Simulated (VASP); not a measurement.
# CdTe (Cmcm) in VASP: a series of runs, part 2 of 2

VASP 6.6.1.

### 3 Electric field gradients, PBE (28.60 Å³/atom)

This run uses another cell than the first one, of 28.60 Å³/atom.

Input file INCAR:

```
SYSTEM = CdTe
ALGO = Normal ; EDIFF = 1E-8
ENCUT = 520 ; GGA = PE
ISIF = 2 ; ISMEAR = -1
LASPH = .True. ; LCHARG = .False.
LEFG = .True. ; LREAL = .False.
LWAVE = .False. ; NBANDS = 26
NELM = 100 ; PREC = Accurate
SIGMA = 0.05
```

Input file KPOINTS:

```
k-points
0
Gamma
  9 9 6
  0 0 0
```

Input file POSCAR:

```
CdTe
1.0
    3.0550391141     -3.0842590598      0.0000000000
    3.0550391141      3.0842590598      0.0000000000
    0.0000000000      0.0000000000      6.0702817743
Cd Te
2 2
Direct
    0.2770300000      0.7229700000      0.7500000000
    0.7229700000      0.2770300000      0.2500000000
    0.7661370000      0.2338630000      0.7500000000
    0.2338630000      0.7661370000      0.2500000000
```

Potentials or basis: VASP PAW PBE potentials, release 64 (Cd, Te).

The run is started by

```sh
> cat potpaw_PBE.64/Cd/POTCAR potpaw_PBE.64/Te/POTCAR > POTCAR
> mpirun -np 1 vasp_std > vasp.out
```

OUTCAR:

```text
SYSTEM = CdTe
   EDIFF = 1E-8
   ENCUT = 520
   GGA = PE
   ISIF = 2
   ISMEAR = -1
   LASPH = .True.
   LREAL = .False.
   NELM = 100
   PREC = Accurate

 ion  position               nearest neighbor table
   1  0.277  0.723  0.750-   3 3.02   4 3.05   4 3.05   3 3.06   3 3.06   3 3.15
   2  0.723  0.277  0.250-   4 3.02   3 3.05   3 3.05   4 3.06   4 3.06   4 3.15
   3  0.766  0.234  0.750-   1 3.02   2 3.05   2 3.05   1 3.06   1 3.06   1 3.15
   4  0.234  0.766  0.250-   2 3.02   1 3.05   1 3.05   2 3.06   2 3.06   2 3.15

  LATTYP: Found a base centered orthorhombic cell.
 ALAT       =     6.1100782282
 B/A-ratio  =     1.0095645079
 C/A-ratio  =     0.9934867521

  Lattice vectors:

 A1 = (   3.0550391141,  -3.0842590598,   0.0000000000)
 A2 = (   3.0550391141,   3.0842590598,   0.0000000000)
 A3 = (   0.0000000000,   0.0000000000,   6.0702817743)

Analysis of symmetry for initial positions (statically):
=====================================================================
 Subroutine PRICEL returns:
 Original cell was already a primitive cell.

 Routine SETGRP: Setting up the symmetry group for a
 base centered orthorhombic supercell.

 Subroutine GETGRP returns: Found  8 space group operations
 (whereof  4 operations were pure point group operations)
 out of a pool of  8 trial point group operations.

The static configuration has the point symmetry C_2h.
 The point group associated with its full space group is D_2h.

Analysis of symmetry for dynamics (positions and initial velocities):
=====================================================================
 Subroutine PRICEL returns:
 Original cell was already a primitive cell.

 Routine SETGRP: Setting up the symmetry group for a
 base centered orthorhombic supercell.

 Subroutine GETGRP returns: Found  8 space group operations
 (whereof  4 operations were pure point group operations)
 out of a pool of  8 trial point group operations.

The dynamic configuration has the point symmetry C_2h.
 The point group associated with its full space group is D_2h.

 Subroutine INISYM returns: Found  8 space group operations
 (whereof  4 operations are pure point group operations),
 and found     1 'primitive' translations

----------------------------------------------------------------------------------------

                                     Primitive cell

  volume of cell :     114.3948

  direct lattice vectors                    reciprocal lattice vectors
     3.055039114 -3.084259060  0.000000000     0.163664026 -0.162113490  0.000000000
     3.055039114  3.084259060  0.000000000     0.163664026  0.162113490  0.000000000
     0.000000000  0.000000000  6.070281774     0.000000000  0.000000000  0.164736999

  length of vectors
     4.341188540  4.341188540  6.070281774     0.230362100  0.230362100  0.164736999

  position of ions in fractional coordinates (direct lattice)
     0.277030000  0.722970000  0.750000000
     0.722970000  0.277030000  0.250000000
     0.766137000  0.233863000  0.750000000
     0.233863000  0.766137000  0.250000000
[... 87 lines left out ...]
   POTIM  = 0.5000    time-step for ionic-motion
   TEBEG  =    0.0;   TEEND  =   0.0 temperature during run
   PSTRESS=    0.0 pullay stress
   NELECT =      36.0000    total number of electrons
   NUPDOWN=      -1.0000    fix difference up-down
   EMIN   =  10.00;   EMAX   =-10.00  energy-range for DOS
   EFERMI =   0.00;   METHOD = LEGACY
   ISMEAR =    -1;   SIGMA  =   0.05  broadening in eV -4-tet -1-fermi 0-gaus
   EFERMI_NEDOS =   21; number of points for ismear=-14 and -15
   IALGO  =     38    algorithm
   IMIX   =      4    mixing-type and parameters
     AMIX     =   0.40;   BMIX     =  1.00
     AMIX_MAG =   1.60;   BMIX_MAG =  1.00
  volume/ion in A,a.u.               =      28.60       192.99
  Fermi-wavevector in a.u.,A,eV,Ry     =   1.113543  2.104290 16.870913  1.239977
  Thomas-Fermi vector in A             =   2.250128
   LORBIT       =      0    0 simple, 1 ext, 2 COOP (PROOUT), +10 PAW based schemes
   GGA     = PE    functional components
   LHFCALC =     F    Hartree Fock is set to
   AEXX    =    0.0000 exact exchange contribution
   IVDW    =     0    specifies the selected vdW correction
   LEPSILON=     F    determine dielectric tensor
   LRPA    =     F    only Hartree local field effects (RPA)
 non-spin polarized calculation
  energy-cutoff  :      520.00
  volume of cell :      114.39
 maximum number of plane-waves:      3110
   NGX = 17   NGY = 17   NGZ = 23

 number of electron      36.0000002 magnetization

 Free energy of the ion-electron system (eV)
  ---------------------------------------------------
  ext. energy  EPLUGINS =         0.00000000
  ---------------------------------------------------
  free energy    TOTEN  =        -8.89460866 eV

  energy without entropy =       -8.87737102  energy(sigma->0) =       -8.88598984

 E-fermi :   3.8578     XC(G=0):  -9.6927

 val. band max:        3.8430091650   @ k =   0.4444  -0.0000   0.1667
 cond. band min:       3.8607356212   @ k =   0.3333   0.0000   0.1667
 fundamental gap:      0.0177264562
 Fermi energy:         3.8578465575

 k-point     1 :       0.0000    0.0000    0.0000
  band No.  band energies     occupation
      1      -7.6706      2.00000
      2      -6.8367      2.00000
      3      -4.4241      2.00000
      4      -4.4096      2.00000
      5      -4.3943      2.00000
      6      -4.3713      2.00000
[... 685 lines left out ...]
     25      13.0507      0.00000
     26      13.2171      0.00000

 [... further k-points ...]
[... 5 lines left out ...]
  --------------------------------------------------------------------------------------
  -------------------------------------------------------------------------------------
  Total        0.1838373      0.1322334      0.4573489      0.0000000      0.0000000      0.0000000
  in kB        2.5747654      1.8520177      6.4054806      0.0000000      0.0000000      0.0000000
  external PRESSURE =       3.6107546 kB  Pullay stress =       0.0000000 kB

 VOLUME and BASIS-vectors are now :
 -----------------------------------------------------------------------------
  energy-cutoff  :      520.00
  volume of cell :      114.39
      direct lattice vectors                 reciprocal lattice vectors
     3.055039114 -3.084259060  0.000000000     0.163664026 -0.162113490  0.000000000
     3.055039114  3.084259060  0.000000000     0.163664026  0.162113490  0.000000000
     0.000000000  0.000000000  6.070281774     0.000000000  0.000000000  0.164736999

 POSITION                                       TOTAL-FORCE (eV/Angst)
 -----------------------------------------------------------------------------------
      3.05504      1.37539      4.55271         0.000000      0.048012      0.000000
      3.05504     -1.37539      1.51757         0.000000     -0.048012     -0.000000
      3.05504     -1.64167      4.55271         0.000000      0.020446      0.000000
      3.05504      1.64167      1.51757         0.000000     -0.020446      0.000000
 -----------------------------------------------------------------------------------
    total drift:                                0.000000      0.000000      0.000000

  FREE ENERGIE OF THE ION-ELECTRON SYSTEM (eV)
  ---------------------------------------------------
  free  energy   TOTEN  =        -8.8946086641 eV

  energy  without entropy=       -8.8773710231  energy(sigma->0) =       -8.88598984

 Electric field gradients (V/A^2)
---------------------------------------------------------------------
 ion       V_xx      V_yy      V_zz      V_xy      V_xz      V_yz
---------------------------------------------------------------------
   1      -0.447     5.197    -4.750     0.000    -0.000     0.000
   2      -0.447     5.197    -4.750     0.000    -0.000     0.000
   3       7.074    -8.646     1.572     0.000    -0.000     0.000
   4       7.074    -8.646     1.572    -0.000    -0.000    -0.000
---------------------------------------------------------------------

 Electric field gradients after diagonalization (V/A^2)
 (convention: |V_zz| > |V_xx| > |V_yy|)
----------------------------------------------------------------------
 ion       V_xx      V_yy      V_zz     asymmetry (V_yy - V_xx)/ V_zz
----------------------------------------------------------------------
   1      -4.750    -0.447     5.197       0.828
   2      -4.750    -0.447     5.197       0.828
   3       7.074     1.572    -8.646       0.636
   4       7.074     1.572    -8.646       0.636
----------------------------------------------------------------------

           NMR quadrupolar parameters

 Cq : quadrupolar parameter    Cq=e*Q*V_zz/h
 eta: asymmetry parameters     (V_yy - V_xx)/ V_zz
 Q  : nuclear electric quadrupole moment in mb (millibarn)
----------------------------------------------------------------------
 ion       Cq(MHz)       eta       Q (mb)
----------------------------------------------------------------------
   1       0.013       0.828       1.000
   2       0.013       0.828       1.000
   3      -0.021       0.636       1.000
   4      -0.021       0.636       1.000
----------------------------------------------------------------------
```

Wall time 1.7 min (1 thread of Intel Xeon 6975P-C (Granite Rapids), shared host); peak memory 0.39 GiB.

What came out:

```
Free energy                             : -8.8946 eV
Pressure                                : 0.4 GPa
Largest force                           : 0.048 eV/Å
Band gap on the k mesh                  : zero (bands 18 and 19 overlap by 1.17 eV)
Largest electric field gradient by atom : Cd +5.2; Te -8.6 V/Å²
```

Forces in eV/Å, atoms in the order of the input:
```
Cd   0.000  0.048  0.000
Cd   0.000 -0.048  0.000
Te   0.000  0.020  0.000
Te   0.000 -0.020  0.000
```

Stress tensor (GPa, compression positive):
```
0.26 0.00 0.00
0.00 0.19 0.00
0.00 0.00 0.64
```

Electric field gradients, principal values (V/Å²):
```
atom   least  middle  greatest (by size)
1 Cd  -0.447  -4.750               5.197
2 Cd  -0.447  -4.750               5.197
3 Te   1.572   7.074              -8.646
4 Te   1.572   7.074              -8.646
```

Caveat: without QUAD_EFG the Cq values of the log hold for a quadrupole moment of 1 mb, not for the nuclei; spin-orbit coupling is left out, which moves the levels of the heavy elements.

### 4 Electric field gradients, PBE (29.47 Å³/atom)

This run uses another cell than the first one, of 29.47 Å³/atom.

Input file INCAR:

```
SYSTEM = CdTe
ALGO = Normal
EDIFF = 1E-8
ENCUT = 520
GGA = PE
ISIF = 2
ISMEAR = -1
LASPH = .TRUE.
LCHARG = .FALSE.
LEFG = .TRUE.
LREAL = .FALSE.
LWAVE = .FALSE.
NBANDS = 26
NELM = 100
PREC = Accurate
SIGMA = 0.05
```

Input file KPOINTS:

```
k-points
0
G
  9 9 6
  0 0 0
```

Input file POSCAR:

```
CdTe
1.0
    3.0855915320     -3.1151036966      0.0000000000
    3.0855915320      3.1151036966      0.0000000000
    0.0000000000      0.0000000000      6.1309886192
Cd Te
2 2
Direct
    0.2770300000      0.7229700000      0.7500000000
    0.7229700000      0.2770300000      0.2500000000
    0.7661370000      0.2338630000      0.7500000000
    0.2338630000      0.7661370000      0.2500000000
```

Potentials or basis: VASP PAW PBE potentials, release 64 (Cd, Te).

The run is started by

```sh
> cat potpaw_PBE.64/Cd/POTCAR potpaw_PBE.64/Te/POTCAR > POTCAR
> mpirun -np 1 vasp_std > vasp.out
```

OUTCAR:

```text
SYSTEM = CdTe
   EDIFF = 1E-8
   ENCUT = 520
   GGA = PE
   ISIF = 2
   ISMEAR = -1
   LASPH = .TRUE.
   LREAL = .FALSE.
   NELM = 100
   PREC = Accurate

 ion  position               nearest neighbor table
   1  0.277  0.723  0.750-   3 3.05   4 3.08   4 3.08   3 3.09   3 3.09   3 3.18
   2  0.723  0.277  0.250-   4 3.05   3 3.08   3 3.08   4 3.09   4 3.09   4 3.18
   3  0.766  0.234  0.750-   1 3.05   2 3.08   2 3.08   1 3.09   1 3.09   1 3.18
   4  0.234  0.766  0.250-   2 3.05   1 3.08   1 3.08   2 3.09   2 3.09   2 3.18

  LATTYP: Found a base centered orthorhombic cell.
 ALAT       =     6.1711830640
 B/A-ratio  =     1.0095645079
 C/A-ratio  =     0.9934867522

  Lattice vectors:
[... 926 lines left out ...]
 ion       V_xx      V_yy      V_zz      V_xy      V_xz      V_yz
---------------------------------------------------------------------
   1      -0.456     4.954    -4.498    -0.000     0.000    -0.000
   2      -0.456     4.954    -4.498     0.000     0.000     0.000
   3       6.601    -9.093     2.491    -0.000    -0.000     0.000
   4       6.601    -9.093     2.491     0.000    -0.000    -0.000
---------------------------------------------------------------------

 Electric field gradients after diagonalization (V/A^2)
 (convention: |V_zz| > |V_xx| > |V_yy|)
----------------------------------------------------------------------
 ion       V_xx      V_yy      V_zz     asymmetry (V_yy - V_xx)/ V_zz
----------------------------------------------------------------------
   1      -4.498    -0.456     4.954       0.816
   2      -4.498    -0.456     4.954       0.816
   3       6.601     2.491    -9.093       0.452
   4       6.601     2.491    -9.093       0.452
----------------------------------------------------------------------

           NMR quadrupolar parameters

 Cq : quadrupolar parameter    Cq=e*Q*V_zz/h
 eta: asymmetry parameters     (V_yy - V_xx)/ V_zz
 Q  : nuclear electric quadrupole moment in mb (millibarn)
----------------------------------------------------------------------
 ion       Cq(MHz)       eta       Q (mb)
----------------------------------------------------------------------
   1       0.012       0.816       1.000
   2       0.012       0.816       1.000
   3      -0.022       0.452       1.000
   4      -0.022       0.452       1.000
----------------------------------------------------------------------
```

OSZICAR:

```text
N       E                     dE             d eps       ncg     rms          rms(c)
DAV:   1     0.222162100886E+03    0.22216E+03   -0.16385E+04  5200   0.123E+03
DAV:   2     0.101642402282E+01   -0.22115E+03   -0.21352E+03  5722   0.295E+02
DAV:   3    -0.930533365764E+01   -0.10322E+02   -0.10234E+02  6248   0.645E+01
DAV:   4    -0.941955529185E+01   -0.11422E+00   -0.11412E+00  6384   0.572E+00
[... 11 lines left out ...]
DAV:  16    -0.888757198009E+01   -0.65366E-07   -0.38155E-09  3064   0.307E-04    0.403E-03
DAV:  17    -0.888757215921E+01   -0.17912E-06   -0.69513E-08  5222   0.154E-03    0.147E-03
DAV:  18    -0.888757213927E+01    0.19939E-07   -0.67721E-09  2734   0.546E-04    0.122E-03
DAV:  19    -0.888757209207E+01    0.47203E-07   -0.21115E-09  2722   0.185E-04    0.352E-05
DAV:  20    -0.888757208469E+01    0.73769E-08   -0.31286E-10  2700   0.873E-05
   1 F= -.88875721E+01 E0= -.88786940E+01  d E =-.177561E-01
```

Run time: 1.9 min. Hardware: 1 thread of Intel Xeon 6975P-C (Granite Rapids), shared host; peak memory 0.42 GiB.

Results:

```
Free energy                             : -8.8876 eV
Pressure                                : -1.0 GPa
Largest force                           : 0.050 eV/Å
Band gap on the k mesh                  : zero (bands 18 and 19 overlap by 1.14 eV)
Largest electric field gradient by atom : Cd +5.0; Te -9.1 V/Å²
```

Forces on the atoms (eV/Å):
```
Cd   0.000  0.032  0.000
Cd   0.000 -0.032  0.000
Te   0.000  0.050  0.000
Te   0.000 -0.050  0.000
```

Electric field gradients, principal values (V/Å²):
```
atom   least  middle  greatest (by size)
1 Cd  -0.456  -4.498               4.954
2 Cd  -0.456  -4.498               4.954
3 Te   2.491   6.601              -9.093
4 Te   2.491   6.601              -9.093
```

Caveat: without QUAD_EFG the Cq values of the log hold for a quadrupole moment of 1 mb, not for the nuclei; spin-orbit coupling is left out, which moves the levels of the heavy elements.

### 5 Summary

| cell | gap on the mesh (eV) | pressure (GPa) | largest force (eV/Å) |
| --- | --- | --- | --- |
| a = 4.297, b = 4.297, c = 6.008 Å, angles 90.0, 90.0, 90.5°, 4 atoms | none | 2.0 | 0.06 |
| a = 4.341, b = 4.341, c = 6.070 Å, angles 90.0, 90.0, 90.5°, 4 atoms | none | 0.4 | 0.05 |
| a = 4.385, b = 4.385, c = 6.131 Å, angles 90.0, 90.0, 90.5°, 4 atoms | none | -1.0 | 0.05 |

Alike in all rows: task electric field gradients; level PBE; potentials or basis VASP PAW PBE potentials, release 64 (Cd, Te); no spin polarisation; k mesh 9 × 9 × 6; cutoff (eV) 520; smearing fermi-dirac 0.05 eV.

Caveats: spin-orbit coupling is left out, which moves the levels of the heavy elements.

Total energies depend on the potentials used, so only differences within one code and one set of settings carry meaning.
